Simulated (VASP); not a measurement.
A run of VASP 6.6.1:

File INCAR:

```
SYSTEM = GaN
PREC = Accurate
ENCUT = 520
EDIFF = 1E-6
ISMEAR = 0
SIGMA = 0.01
LREAL = .False.
LASPH = .True.
NELM = 100
ALGO = Normal
ISIF = 2
LWAVE = .False.
LCHARG = .True.
LELF = .True.
LVHAR = .True.
NBANDS = 16
```

KPOINTS

```
Automatic mesh
0
Gamma
  10 10 10
  0 0 0
```

File POSCAR:

```
GaN
1.0
    2.2165659767      2.2165659767      0.0000000000
   -2.2165659767      2.2165659767      0.0000000000
    0.0000000000      2.2165659767      2.2396392127
Ga N
1 1
Direct
    0.0000000000      0.0000000000      0.0000000000
    0.2500000000      0.7500000000      0.5000000000
```

Potentials or basis: VASP PAW LDA potentials, release 64 (Ga_d, N).

Run with:

```sh
$ cat potpaw_LDA.64/Ga_d/POTCAR potpaw_LDA.64/N/POTCAR > POTCAR
$ mpirun -np 1 vasp_std > vasp.out
```

Hardware: 1 thread of Intel Xeon 8259CL, on a shared host.

How long does it take, and how much memory?

Wall time 51 s on 1 thread of Intel Xeon 8259CL, with other jobs on the host, peak memory 0.15 GiB. Counts: scf iterations 13, k points 102.
